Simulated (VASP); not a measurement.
Write the native input for VASP 6.6.1 that does the following.

| Item | Value |
| --- | --- |
| Task | single point |
| Functional | PBE |
| Potentials or basis | VASP PAW PBE potentials, release 64 (Ta_pv) |
| Cutoff | 520 eV |
| k mesh | 17 × 17 × 17 |
| Occupations | fermi-dirac, width 0.08 eV |
| Spin | non-collinear spin, zero start, spin-orbit coupling |
| Starting moments | [[0.0, 0.0, 0.0]] μB |
| Dipole correction | no |
| Further INCAR settings | ALGO = Normal; EDIFF = 1e-07; NBANDS = 22 |

The structure of Ta lies in POSCAR:

```
Ta
1.0
   -1.6512800000      1.6512800000      1.6512800000
    1.6512800000     -1.6512800000      1.6512800000
    1.6512800000      1.6512800000     -1.6512800000
Ta
1
Direct
    0.0000000000      0.0000000000      0.0000000000
```

The input as run:

INCAR

```
SYSTEM = Ta
  PREC = Accurate
  ENCUT = 520
  EDIFF = 1E-7
  ISMEAR = -1
  SIGMA = 0.08
  LREAL = .FALSE.
  LASPH = .TRUE.
  NELM = 150
  ALGO = Normal
  ISIF = 2
  LWAVE = .FALSE.
  LCHARG = .FALSE.
  MAGMOM = 0 0 0
  LORBIT = 11
  LSORBIT = .TRUE.
  GGA_COMPAT = .FALSE.
  LORBMOM = .TRUE.
  LMAXMIX = 4
  GGA = PE
  NBANDS = 22
```

KPOINTS

```
Automatic mesh
0
G
  17 17 17
  0 0 0
```

Potentials or basis: VASP PAW PBE potentials, release 64 (Ta_pv).

Launch:

```sh
$ cat potpaw_PBE.64/Ta_pv/POTCAR > POTCAR
$ mpirun -np 1 vasp_ncl > vasp.out
```

It gave:

| Property | Result |
| --- | --- |
| Pressure | 3.0 GPa |
| Net moment | 0.00 μB per cell |
| Valence electrons inside the program's atomic spheres | Ta 8.95 |

Caveat: the cell stands under pressure.

Run time: 2.3 min on 1 thread of Intel(R) Xeon(R) Platinum 8488C (Sapphire Rapids), on a shared host, peak memory 0.26 GiB.
